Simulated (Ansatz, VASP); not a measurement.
**One calculation of PbS, two programs**

File INCAR:

```
SYSTEM = PbS
PREC = Accurate
ENCUT = 520
EDIFF = 1E-7
ISMEAR = -1
SIGMA = 0.05
LREAL = .False.
LASPH = .True.
NELM = 100
ALGO = Normal
ISIF = 2
LWAVE = .False.
LCHARG = .True.
GGA = CA
LELF = .True.
LVHAR = .True.
NBANDS = 17
```

The input KPOINTS:

```
Automatic mesh
0
Gamma
  6 6 6
  0 0 0
```

File POSCAR:

```
PbS
1.0
    4.1234986898      0.0000000000      0.0000000000
   -2.0617493449      3.5710542531      0.0000000000
    0.0000000000      0.0000000000      3.8194755851
Pb S
1 1
Direct
    0.0000000000      0.0000000000      0.0000000000
    0.6666666667      0.3333333333      0.5000000000
```

Input for Ansatz:

```yaml
crystal:
  lattice:
    - [4.123498689840066, 0.0, 0.0]
    - [-2.061749344920033, 3.571054253076664, 0.0]
    - [0.0, 0.0, 3.8194755850909705]
  atoms:
    - { symbol: Pb, position: [0.0, 0.0, 0.0] }
    - { symbol: S, position: [0.6666666666666666, 0.3333333333333333, 0.5] }
basis:
  ecutwfc: 500.0
kpoints:
  mp_grid:
    grid: [6, 6, 6]
hamiltonian:
  xc: lda
scf:
  occupations:
    method: fermi_dirac
    width: 0.05
output:
  stress: true
```

Alike in both runs: task single point; functional LDA; k mesh 6 × 6 × 6; occupations fermi-dirac, width 0.05 eV; no spin polarisation.

|  | VASP | Ansatz |
| --- | --- | --- |
| version | VASP 6.6.1 | Ansatz 0.2.0 |
| potentials or method | VASP PAW LDA potentials, release 64 (Pb_d, S), cutoff 520 eV | plane waves, PAW |
| valence electrons in the cell | 20 | 20 |

```csv
,VASP,Ansatz,Ansatz less VASP
pressure (GPa),-5.5,-5.5,-0.03
"traceless stress, the component that is largest in VASP (GPa)",-0.53,-0.56,-0.029
```

LDA's correlation is that of Perdew and Zunger in VASP and of Perdew and Wang (1992) in Ansatz.

Neither program's run includes spin-orbit coupling.
